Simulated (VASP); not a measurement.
## Mo3S: relaxation of cell and atoms with PBE

Mo3S:

```
Mo S
1.0
     3.91327    0.00000    0.00000
     0.00000    3.91327    0.00000
     0.00000    0.00000    3.91327
Mo S
3 1
Direct
  0.00000 0.50000 0.50000
  0.50000 0.00000 0.50000
  0.50000 0.50000 0.00000
  0.00000 0.00000 0.00000
```

```json
{"Program": "VASP 6.6.1", "Task": "relaxation of cell and atoms", "Functional": "PBE", "Potentials or basis": "VASP PAW PBE potentials, release 64 (Mo_sv, S)", "Cutoff": "600 eV", "k mesh": "12 × 12 × 12", "Occupations": "gaussian, width 0.1 eV", "Spin": "no spin polarisation", "Dipole correction": "no", "Further INCAR settings": "ALGO = Normal; EDIFF = 1e-06; IBRION = 2; EDIFFG = -0.01; NSW = 100; ISIF = 3"}
```

| Quantity | Value |
| --- | --- |
| Relaxed volume | 15.07 Å³/atom |
| Relaxed cell | a = 3.921 Å, b = 3.921 Å, c = 3.921 Å, α = 90.00°, β = 90.00°, γ = 90.00° |
| Space group after relaxing (to 0.1 Å) | Pm-3m (No. 221) |
| Energy gained by relaxing | 0.3 meV/atom |
| Ionic steps | 3 |
| Pressure after relaxing | 0.0 GPa |
| Band gap on the k mesh | zero (bands 24 and 25 overlap by 0.73 eV) |

The path:
| step | energy change (eV) | largest force (eV/Å) | pressure (GPa) | volume (Å³) |
| --- | --- | --- | --- | --- |
| 1 | 0.0000 | 0.0000 | 1.15 | 59.93 |
| 2 | 0.0019 | 0.0000 | -1.76 | 60.86 |
| 3 | -0.0013 | 0.0000 | 0.00 | 60.29 |

Final structure:
```yaml
crystal:
  lattice:
    - [3.92116, 0.00000, 0.00000]
    - [0.00000, 3.92116, 0.00000]
    - [0.00000, 0.00000, 3.92116]
  atoms:
    - { symbol: Mo, position: [0.00000, 0.50000, 0.50000] }
    - { symbol: Mo, position: [0.50000, 0.00000, 0.50000] }
    - { symbol: Mo, position: [0.50000, 0.50000, 0.00000] }
    - { symbol: S, position: [0.00000, 0.00000, 0.00000] }
```

Levels at points of the mesh, in eV from the Fermi level:
| k point | band 21 | band 22 | band 23 | band 24 | band 25 | band 26 | band 27 | band 28 |
| --- | --- | --- | --- | --- | --- | --- | --- | --- |
| (0.00, 0.00, 0.00) | -4.50 | -4.50 | -0.93 | -0.14 | -0.14 | -0.14 | 2.16 | 2.16 |
| (0.50, 0.00, 0.00) | -1.52 | -1.52 | -1.49 | -0.53 | -0.36 | -0.36 | 0.59 | 0.70 |
| (0.50, 0.50, 0.00) | -1.48 | -1.48 | -0.34 | -0.28 | -0.28 | -0.19 | -0.15 | 1.08 |
| (0.50, 0.50, 0.50) | -1.77 | -1.77 | -1.02 | -0.28 | -0.28 | -0.28 | 0.72 | 0.72 |

Run time: 2.7 min on 1 thread of AMD EPYC 9R45 96-Core Processor (Zen 5), with other jobs on the host, peak memory 0.25 GiB.
